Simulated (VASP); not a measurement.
Na4TiO3: relaxation of shape and atoms at fixed volume with PBE

Na4TiO3:

```xyz
8
Lattice="2.7421 -2.6927 0.0173 2.7421 2.6927 0.0173 -0.8421 0.0000 7.4741" Properties=species:S:1:pos:R:3 pbc="T T T"
Na    0.2125    0.7704    6.6802
Na    4.4296    0.7704    0.8284
Na    2.4631    0.3512    5.2873
Na    2.1790    0.3512    2.2214
Ti    2.3211   -2.4582    3.7543
O     3.6942   -1.1385    4.0562
O     0.9479   -1.1385    3.4525
O     2.7421   -0.1985    0.0173
```

```yaml
Program: VASP 6.6.1
Task: relaxation of shape and atoms at fixed volume
Functional: PBE
Potentials_or_basis: VASP PAW PBE potentials, release 64 (Na_pv, Ti_sv, O)
Cutoff: 600 eV
k_mesh: 8 × 8 × 4
Occupations: gaussian, width 0.1 eV
Spin: no spin polarisation
Dipole_correction: no
Further_INCAR_settings: ALGO = Normal; EDIFF = 1e-06; IBRION = 2; EDIFFG = -0.01; NSW = 50; ISIF = 4
```

```yaml
Energy_gained_by_relaxing: 1.6 meV/atom
Ionic_steps: 11
Pressure_after_relaxing: 7.3 GPa
Largest_force_after_relaxing: 0.006 eV/Å
Band_gap_on_the_k_mesh: 0.15 eV (least direct gap 0.44 eV)
```

Forces in eV/Å, atoms in the order of the input:
```
Na  -0.001 -0.001  0.000
Na   0.001 -0.001  0.000
Na   0.000  0.000  0.005
Na   0.000  0.000 -0.005
Ti   0.000 -0.006  0.000
O    0.003  0.005  0.002
O   -0.003  0.005 -0.002
O    0.000 -0.001  0.000
```

Stress tensor (GPa, compression positive):
```
 7.22  0.00 -0.02
 0.00  7.35  0.00
-0.02  0.00  7.31
```

The path:
| step | energy change (eV) | largest force (eV/Å) | pressure (GPa) | volume (Å³) |
| --- | --- | --- | --- | --- |
| 1 | 0.0000 | 0.1068 | 8.22 | 110.45 |
| 2 | -0.0082 | 0.0612 | 7.83 | 110.45 |
| 3 | -0.0116 | 0.0546 | 7.39 | 110.45 |
| 4 | -0.0120 | 0.0301 | 7.38 | 110.45 |
| 5 | -0.0121 | 0.0276 | 7.36 | 110.45 |
| 6 | -0.0123 | 0.0218 | 7.36 | 110.45 |
| 7 | -0.0125 | 0.0167 | 7.36 | 110.45 |
| 8 | -0.0127 | 0.0138 | 7.33 | 110.45 |
| 9 | -0.0127 | 0.0183 | 7.33 | 110.45 |
| 10 | -0.0128 | 0.0102 | 7.31 | 110.45 |
| 11 | -0.0128 | 0.0064 | 7.30 | 110.45 |

Final structure:
```cif
data_structure
_symmetry_space_group_name_H-M 'P 1'
_symmetry_Int_Tables_number 1
_cell_length_a 3.8648
_cell_length_b 3.8648
_cell_length_c 7.4350
_cell_angle_alpha 94.177
_cell_angle_beta 94.177
_cell_angle_gamma 88.757
_cell_volume 110.45
loop_
_atom_site_label
_atom_site_type_symbol
_atom_site_fract_x
_atom_site_fract_y
_atom_site_fract_z
_atom_site_occupancy
Na1 Na 0.03299 0.31587 0.89082 1
Na2 Na 0.68413 0.96701 0.10918 1
Na3 Na 0.49235 0.62853 0.70683 1
Na4 Na 0.37147 0.50765 0.29317 1
Ti1 Ti 0.95741 0.04259 0.50000 1
O1 O 0.96906 0.54425 0.54155 1
O2 O 0.45575 0.03094 0.45845 1
O3 O 0.53644 0.46355 0.00000 1
```

Levels at points of the mesh, in eV from the valence-band top:
```csv
k point,band 25,band 26,band 27,band 28,band 29,band 30,band 31,band 32,band 33,band 34
"(0.00, 0.00, 0.00)",-3.28,-2.50,-1.91,-1.90,-1.37,0.52,1.26,1.34,1.77,2.43
"(0.50, 0.00, 0.00)",-3.91,-3.02,-2.32,-1.80,-0.22,1.11,1.74,2.10,2.58,2.98
"(0.50, 0.50, 0.00)",-2.63,-2.57,-2.50,-2.12,-0.14,1.84,1.89,2.74,2.85,3.11
"(0.00, 0.00, 0.50)",-3.28,-2.85,-1.91,-1.90,-0.29,0.15,0.52,1.27,1.35,3.12
"(0.50, 0.00, 0.50)",-3.93,-2.89,-2.36,-1.81,-0.36,1.11,1.82,2.10,2.25,3.53
"(0.50, 0.50, 0.50)",-2.57,-2.57,-2.46,-2.13,0.00,1.70,1.82,1.89,2.86,4.23
```

Run time: 41 min on 1 thread of Oxide Virtual Turin-like Processor, on a shared host, peak memory 0.42 GiB.

Caveat: semilocal functionals underestimate gaps, and a narrow one can read as zero. A k mesh can miss the band edges.
